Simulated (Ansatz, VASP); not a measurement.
Hf in VASP and in Ansatz

Contents of INCAR:

```
SYSTEM = Hf
PREC = Accurate ; ENCUT = 520
EDIFF = 1E-7 ; ISMEAR = -1
SIGMA = 0.08 ; LREAL = .False.
LASPH = .True. ; NELM = 60
ALGO = Normal ; ISIF = 2
LWAVE = .False. ; LCHARG = .True.
GGA = PS ; LELF = .True.
LVHAR = .True. ; NBANDS = 11
```

File KPOINTS:

```
Automatic mesh
0
Gamma
  16 16 16
  0 0 0
```

Contents of POSCAR:

```
Hf
1.0
   -1.8287527239      1.8287527239      1.8287527239
    1.8287527239     -1.8287527239      1.8287527239
    1.8287527239      1.8287527239     -1.8287527239
Hf
1
Direct
    0.0000000000      0.0000000000      0.0000000000
```

Input for Ansatz:

```yaml
crystal:
  lattice:
    - [-1.8287527239, 1.8287527239, 1.8287527239]
    - [1.8287527239, -1.8287527239, 1.8287527239]
    - [1.8287527239, 1.8287527239, -1.8287527239]
  atoms:
    - { symbol: Hf, position: [0.0, 0.0, 0.0] }
kpoints:
  mp_grid: { grid: [16, 16, 16] }
  band_path:
    path:
      - [0.0, 0.0, 0.0]
      - [0.5, -0.5, 0.5]
      - [0.0, 0.0, 0.5]
      - [0.0, 0.0, 0.0]
      - [0.25, 0.25, 0.25]
      - [0.5, -0.5, 0.5]
      - [0.25, 0.25, 0.25]
      - [0.0, 0.0, 0.5]
    npoints: 5
scf:
  occupations: { method: fermi_dirac, width: 0.08 }
hamiltonian:
  xc: pbesol
  pseudopotentials: { kind: all_electron, lapw: { basis_error: 0.001 } }
output:
  forces: true
  stress: true
  eigenvalues: true
```

Change from the starting cell: volume scaled by 1.04.

Alike in both runs: task single point; functional PBEsol; k mesh 16 × 16 × 16; occupations fermi-dirac, width 0.08 eV; no spin polarisation.

|  | VASP | Ansatz |
| --- | --- | --- |
| version | VASP 6.6.1 | Ansatz 0.2.0 |
| potentials or method | VASP PAW PBE potentials, release 64 (Hf_pv), cutoff 520 eV | all-electron LAPW, scalar-relativistic |

```csv
,VASP,Ansatz,Ansatz less VASP
pressure (GPa),-11.9,-11.6,+0.34
```

VASP's potentials were made for PBE, not for PBEsol. Ansatz ran all-electron here, and VASP with PAW potentials.

Neither program's run includes spin-orbit coupling.
